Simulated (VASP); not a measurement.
Set up this calculation in VASP 6.6.1, as the native input.

```yaml
Task: relaxation of cell and atoms
Functional: PBEsol
Potentials_or_basis: VASP PAW PBE potentials, release 64 (C_h)
Cutoff: 1300 eV
k_mesh: 17 × 17 × 5
Occupations: fermi-dirac, width 0.1 eV
Spin: no spin polarisation
Dipole_correction: no
Further_INCAR_settings: ALGO = Normal; EDIFF = 1e-07; IBRION = 2; EDIFFG = -0.01; NSW = 80; ISIF = 3
```

The structure of C lies in POSCAR:

```
C
1.0
    2.1071951087      0.0000000000      0.0000000000
   -1.0535975543      1.8248844949      0.0000000000
    0.0000000000      0.0000000000      6.8820992250
C
4
Direct
    0.0000000000      0.0000000000      0.0000000000
    0.0000000000      0.0000000000      0.5000000000
    0.3333333333      0.6666666667      0.2500000000
    0.6666666667      0.3333333333      0.7500000000
```

These files were run (other wordings do the same):

INCAR

```
SYSTEM = C
PREC = Accurate
ENCUT = 1300
EDIFF = 1E-7
ISMEAR = -1
SIGMA = 0.1
LREAL = .False.
LASPH = .True.
NELM = 120
ALGO = Normal
ISIF = 3
LWAVE = .False.
LCHARG = .False.
GGA = PS
IBRION = 2
NSW = 80
EDIFFG = -0.01
GGA_COMPAT = .False.
NELMIN = 4
```

KPOINTS

```
Automatic mesh
0
Gamma
  17 17 5
  0 0 0
```

Potentials or basis: VASP PAW PBE potentials, release 64 (C_h).

Command:

```sh
$ cat potpaw_PBE.64/C_h/POTCAR > POTCAR
$ mpirun -np 1 vasp_std > vasp.out
```

Results of the run:

```json
{"Relaxed volume": "6.99 Å³/atom", "Relaxed cell": "a = 1.706 Å, b = 1.706 Å, c = 11.099 Å, α = 90.00°, β = 90.00°, γ = 120.00°", "Space group after relaxing (to 0.1 Å)": "P6_3/mmc (No. 194)", "Energy gained by relaxing": "517.8 meV/atom", "Ionic steps": "14", "Pressure after relaxing": "-0.1 GPa", "Band gap on the k mesh": "zero (bands 8 and 9 overlap by 2.13 eV)"}
```

Caveat: a cell axis changed by over 15 % at a fixed basis, so the end point is rough; the PAW data sets were made with another functional, which shifts forces and pressure a little.

Wall time 11 min on 1 thread of Intel(R) Xeon(R) Platinum 8488C (Sapphire Rapids) (shared host), peak memory 0.3 GiB.
